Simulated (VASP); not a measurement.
# Ga2SnSe3 (P4/mmm) in VASP: notebook

Runs on Ga2SnSe3. Level: PBE. Tasks: single point.

Everything below comes from runs of VASP 6.6.1. Logs are shortened: lines on timing, memory, paths and dates and some standing lists are left out, and cuts for length are marked.

### Step 1. The cell of the first run

It takes space group P4/mmm (No. 123, tetragonal). Conventional cell: a = 3.577 Å, b = 3.577 Å, c = 10.963 Å, α = 90.00°, β = 90.00°, γ = 90.00°. Within 4.0 Å of Ga (site symmetry 4mm) lie 8 Se at 3.06 to 3.08 Å and 5 Ga at 3.52 to 3.58 Å and 1 Sn at 3.72 Å. Within 4.2 Å of Sn (site symmetry 4/mmm) lie 8 Se at 3.22 Å and 4 Sn at 3.58 Å and 2 Ga at 3.72 Å. Within 4.0 Å of Se (site symmetry 4mm) lie 4 Ga at 3.06 Å and 4 Sn at 3.22 Å and 6 Se at 3.49 to 3.98 Å. Within 4.1 Å of Se (site symmetry 4/mmm) lie 8 Ga at 3.08 Å and 6 Se at 3.49 to 3.58 Å.

The cell was built from a structure type or drawn by symmetry, and may not be a known phase.

### Step 2. Single point, PBE

INCAR reads:

```
SYSTEM = Ga2SnSe3
ALGO     = Normal         ! electronic algorithm
EDIFF    = 1E-7           ! SCF threshold, eV
ENCUT    = 520            ! plane-wave cutoff, eV
GGA      = PE             ! functional
ISIF     = 2              ! what is computed and relaxed
ISMEAR   = 0              ! smearing method
LASPH    = .TRUE.         ! aspherical terms in the spheres
LCHARG   = .FALSE.        ! write CHGCAR
LREAL    = .FALSE.        ! projectors in reciprocal space
LWAVE    = .FALSE.        ! write WAVECAR
NBANDS   = 38             ! bands
NELM     = 60             ! most SCF steps
PREC     = Accurate       ! precision mode
SIGMA    = 0.1            ! smearing width, eV
```

KPOINTS reads:

```
k-points
0
G
  6 6 2
  0 0 0
```

POSCAR reads:

```
Ga2SnSe3
1.0
    3.5767844500      0.0000000000      0.0000000000
    0.0000000000      3.5767844500      0.0000000000
    0.0000000000      0.0000000000     10.9629609000
Ga Sn Se
2 1 3
Direct
    0.0000000000      0.0000000000      0.3392778000
    0.0000000000      0.0000000000      0.6607222000
    0.0000000000      0.0000000000      0.0000000000
    0.5000000000      0.5000000000      0.1817286000
    0.5000000000      0.5000000000      0.5000000000
    0.5000000000      0.5000000000      0.8182714000
```

Potentials or basis: VASP PAW PBE potentials, release 64 (Ga_d, Sn_d, Se).

Started as:

```
> cat potpaw_PBE.64/Ga_d/POTCAR potpaw_PBE.64/Sn_d/POTCAR potpaw_PBE.64/Se/POTCAR > POTCAR
> mpirun -np 1 vasp_std > vasp.out
```

OUTCAR:

```text
SYSTEM = Ga2SnSe3
   EDIFF = 1E-7
   ENCUT = 520
   GGA = PE
   ISIF = 2
   ISMEAR = 0
   LASPH = .TRUE.
   LREAL = .FALSE.
   NELM = 60
   PREC = Accurate

 ion  position               nearest neighbor table
   1  0.000  0.000  0.339-
   2  0.000  0.000  0.661-
   3  0.000  0.000  0.000-   4 3.22   6 3.22   4 3.22   6 3.22   4 3.22   6 3.22   4 3.22   6 3.22

   4  0.500  0.500  0.182-   3 3.22   3 3.22   3 3.22   3 3.22
   5  0.500  0.500  0.500-
   6  0.500  0.500  0.818-   3 3.22   3 3.22   3 3.22   3 3.22

  LATTYP: Found a simple tetragonal cell.
 ALAT       =     3.5767844500
 C/A-ratio  =     3.0650325881

  Lattice vectors:

 A1 = (   3.5767844500,   0.0000000000,   0.0000000000)
 A2 = (   0.0000000000,   3.5767844500,   0.0000000000)
 A3 = (   0.0000000000,   0.0000000000,  10.9629609000)

Analysis of symmetry for initial positions (statically):
=====================================================================
 Subroutine PRICEL returns:
 Original cell was already a primitive cell.

 Routine SETGRP: Setting up the symmetry group for a
 simple tetragonal supercell.

 Subroutine GETGRP returns: Found 16 space group operations
 (whereof 16 operations were pure point group operations)
 out of a pool of 16 trial point group operations.

The static configuration has the point symmetry D_4h.

Analysis of symmetry for dynamics (positions and initial velocities):
=====================================================================
 Subroutine PRICEL returns:
 Original cell was already a primitive cell.

 Routine SETGRP: Setting up the symmetry group for a
 simple tetragonal supercell.

 Subroutine GETGRP returns: Found 16 space group operations
 (whereof 16 operations were pure point group operations)
 out of a pool of 16 trial point group operations.

The dynamic configuration has the point symmetry D_4h.

 Subroutine INISYM returns: Found 16 space group operations
 (whereof 16 operations are pure point group operations),
 and found     1 'primitive' translations

----------------------------------------------------------------------------------------

                                     Primitive cell

  volume of cell :     140.2534

  direct lattice vectors                    reciprocal lattice vectors
     3.576784450  0.000000000  0.000000000     0.279580728  0.000000000  0.000000000
[... 89 lines left out ...]
   EDIFF  = 0.1E-06   stopping-criterion for ELM
   LREAL  =      F    real-space projection
   EDIFFG = 0.1E-05   stopping-criterion for IOM
   NSW    =      0    number of steps for IOM
   IBRION =     -1    ionic relax: 0-MD 1-quasi-New 2-CG
   NFREE  =      0    steps in history (QN), initial steepest desc. (CG)
   ISIF   =      2    stress and relaxation
   ISYM   =      2    0-nonsym 1-usesym 2-fastsym
   POTIM  = 0.5000    time-step for ionic-motion
   TEBEG  =    0.0;   TEEND  =   0.0 temperature during run
   PSTRESS=    0.0 pullay stress
   NELECT =      58.0000    total number of electrons
   NUPDOWN=      -1.0000    fix difference up-down
   EMIN   =  10.00;   EMAX   =-10.00  energy-range for DOS
   EFERMI =   0.00;   METHOD = LEGACY
   ISMEAR =     0;   SIGMA  =   0.10  broadening in eV -4-tet -1-fermi 0-gaus
   EFERMI_NEDOS =   21; number of points for ismear=-14 and -15
   IALGO  =     38    algorithm
   IMIX   =      4    mixing-type and parameters
     AMIX     =   0.40;   BMIX     =  1.00
     AMIX_MAG =   1.60;   BMIX_MAG =  1.00
  volume/ion in A,a.u.               =      23.38       157.75
  Fermi-wavevector in a.u.,A,eV,Ry     =   1.219681  2.304863 20.240332  1.487622
  Thomas-Fermi vector in A             =   2.354925
   LORBIT       =      0    0 simple, 1 ext, 2 COOP (PROOUT), +10 PAW based schemes
   GGA     = PE    functional components
   LHFCALC =     F    Hartree Fock is set to
   AEXX    =    0.0000 exact exchange contribution
   IVDW    =     0    specifies the selected vdW correction
   LEPSILON=     F    determine dielectric tensor
   LRPA    =     F    only Hartree local field effects (RPA)
 non-spin polarized calculation
 Gauss-broadening in eV      SIGMA  =   0.10
  energy-cutoff  :      520.00
  volume of cell :      140.25
 maximum number of plane-waves:      3797
 NGX is ok and might be reduce to    28
   NGX = 13   NGY = 13   NGZ = 41

 number of electron      57.9999998 magnetization

 Free energy of the ion-electron system (eV)
  ---------------------------------------------------
  ext. energy  EPLUGINS =         0.00000000
  ---------------------------------------------------
  free energy    TOTEN  =       -20.48853257 eV

  energy without entropy =      -20.47075401  energy(sigma->0) =      -20.47964329

 E-fermi :   4.7664     XC(G=0): -10.1093

 val. band max:        4.7625044196   @ k =   0.1667   0.0000   0.5000
 cond. band min:       4.7701320886   @ k =   0.5000   0.0000   0.0000
 fundamental gap:      0.0076276691
 Fermi energy:         4.7663511683

 k-point     1 :       0.0000    0.0000    0.0000
  band No.  band energies     occupation
      1     -17.0790      2.00000
      2     -17.0251      2.00000
      3     -16.9852      2.00000
      4     -16.9852      2.00000
      5     -16.9816      2.00000
      6      -9.8726      2.00000
[... 809 lines left out ...]
     37       8.5360      0.00000
     38       8.5360      0.00000

------------------------ aborting loop because EDIFF is reached ----------------------------------------

  FORCE on cell =-STRESS in cart. coord.  units (eV):
  Direction    XX          YY          ZZ          XY          YZ          ZX
  --------------------------------------------------------------------------------------
  -------------------------------------------------------------------------------------
  Total       -1.7021396     -1.7021396     -3.1344909      0.0000000      0.0000000      0.0000000
  in kB      -19.4443015    -19.4443015    -35.8066913      0.0000000      0.0000000      0.0000000
  external PRESSURE =     -24.8984314 kB  Pullay stress =       0.0000000 kB

 VOLUME and BASIS-vectors are now :
 -----------------------------------------------------------------------------
  energy-cutoff  :      520.00
  volume of cell :      140.25
      direct lattice vectors                 reciprocal lattice vectors
     3.576784450  0.000000000  0.000000000     0.279580728  0.000000000  0.000000000
     0.000000000  3.576784450  0.000000000     0.000000000  0.279580728  0.000000000
     0.000000000  0.000000000 10.962960900     0.000000000  0.000000000  0.091216233

 POSITION                                       TOTAL-FORCE (eV/Angst)
 -----------------------------------------------------------------------------------
      0.00000      0.00000      3.71949        -0.000000      0.000000      0.121691
      0.00000      0.00000      7.24347         0.000000     -0.000000     -0.121691
      0.00000      0.00000      0.00000         0.000000     -0.000000      0.000000
      1.78839      1.78839      1.99228         0.000000     -0.000000     -0.358624
      1.78839      1.78839      5.48148         0.000000     -0.000000      0.000000
      1.78839      1.78839      8.97068         0.000000      0.000000      0.358624
 -----------------------------------------------------------------------------------
    total drift:                               -0.000000      0.000000      0.000000

  FREE ENERGIE OF THE ION-ELECTRON SYSTEM (eV)
  ---------------------------------------------------
  free  energy   TOTEN  =       -20.4885325651 eV

  energy  without entropy=      -20.4707540059  energy(sigma->0) =      -20.47964329
```

stdout:

```text
POSCAR found type information on POSCAR GaSnSe
 POSCAR found :  3 types and       6 ions
 scaLAPACK will be used
 LDA part: xc-table for (Slater+PW92), standard interpolation
 POSCAR, INCAR and KPOINTS ok, starting setup
 FFT: planning ... GRIDC
 FFT: planning ... GRID_SOFT
 FFT: planning ... GRID
 WAVECAR not read
 entering main loop
```

Run time: 59 s. Hardware: 1 thread of Intel Xeon 6975P-C (Granite Rapids), shared host; peak memory 0.29 GiB.

What came out:

```yaml
Free_energy: -20.4885 eV
Pressure: -2.5 GPa
Largest_force: 0.359 eV/Å
Band_gap_on_the_k_mesh: zero (bands 29 and 30 overlap by 1.73 eV)
```

Forces on the atoms (eV/Å):
```
Ga   0.000  0.000  0.122
Ga   0.000  0.000 -0.122
Sn   0.000  0.000  0.000
Se   0.000  0.000 -0.359
Se   0.000  0.000  0.000
Se   0.000  0.000  0.359
```

Stress tensor (GPa, compression positive):
```
-1.94  0.00  0.00
 0.00 -1.94  0.00
 0.00  0.00 -3.58
```

Caveat: spin-orbit coupling is left out, which moves the levels of the heavy elements.

### Step 3. Single point, PBE

This run uses another cell than the first one, of 22.30 Å³/atom.

INCAR reads:

```
ALGO = Normal ; EDIFF = 1E-6
ENCUT = 520 ; GGA = PE
ISIF = 2 ; ISMEAR = 0
LASPH = True ; LCHARG = False
LREAL = False ; LWAVE = False
NBANDS = 38 ; NELM = 60
PREC = Accurate ; SIGMA = 0.1
```

KPOINTS reads:

```
k-points
0
Gamma
  10 10 4
```

POSCAR reads:

```
Ga2SnSe3
1.0
    3.5571791484      0.0000000000      0.0000000000
    0.0000000000      3.5571791484      0.0000000000
    0.0000000000      0.0000000000     10.5741707999
Ga Sn Se
2 1 3
Direct
    0.0000000000      0.0000000000      0.3463728245
    0.0000000000      0.0000000000      0.6536271755
    0.0000000000      0.0000000000      0.0000000000
    0.5000000000      0.5000000000      0.1683454568
    0.5000000000      0.5000000000      0.5000000000
    0.5000000000      0.5000000000      0.8316545432
```

Potentials or basis: VASP PAW PBE potentials, release 64 (Ga_d, Sn_d, Se).

Started as:

```
> cat potpaw_PBE.64/Ga_d/POTCAR potpaw_PBE.64/Sn_d/POTCAR potpaw_PBE.64/Se/POTCAR > POTCAR
> mpirun -np 1 vasp_std > vasp.out
```

Run time: 2.8 min. Hardware: 1 thread of Intel Xeon 6975P-C (Granite Rapids), shared host; peak memory 0.44 GiB.

Results (log left out):

| Property | Result |
| --- | --- |
| Free energy | -20.6623 eV |
| Pressure | 0.0 GPa |
| Band gap on the k mesh | zero (bands 29 and 30 overlap by 2.26 eV) |

Levels at points of the mesh, in eV from the Fermi level:
| k point | band 26 | band 27 | band 28 | band 29 | band 30 | band 31 | band 32 | band 33 |
| --- | --- | --- | --- | --- | --- | --- | --- | --- |
| (0.00, 0.00, 0.00) | -0.90 | -0.63 | -0.63 | -0.59 | -0.19 | 3.04 | 3.18 | 4.72 |
| (0.50, 0.00, 0.00) | -0.37 | -0.26 | 0.00 | 0.01 | 1.05 | 1.30 | 3.81 | 3.90 |
| (0.50, 0.50, 0.00) | -3.52 | -3.15 | -2.45 | -2.34 | 0.24 | 0.84 | 0.87 | 0.87 |
| (0.00, 0.00, 0.50) | -1.32 | -1.02 | -0.34 | -0.34 | 0.91 | 1.26 | 4.14 | 4.14 |
| (0.50, 0.00, 0.50) | -0.26 | -0.25 | -0.24 | -0.08 | 0.15 | 2.41 | 2.78 | 4.00 |
| (0.50, 0.50, 0.50) | -3.00 | -3.00 | -2.72 | -0.85 | -0.82 | -0.38 | -0.22 | -0.22 |

Caveat: spin-orbit coupling is left out, which moves the levels of the heavy elements.
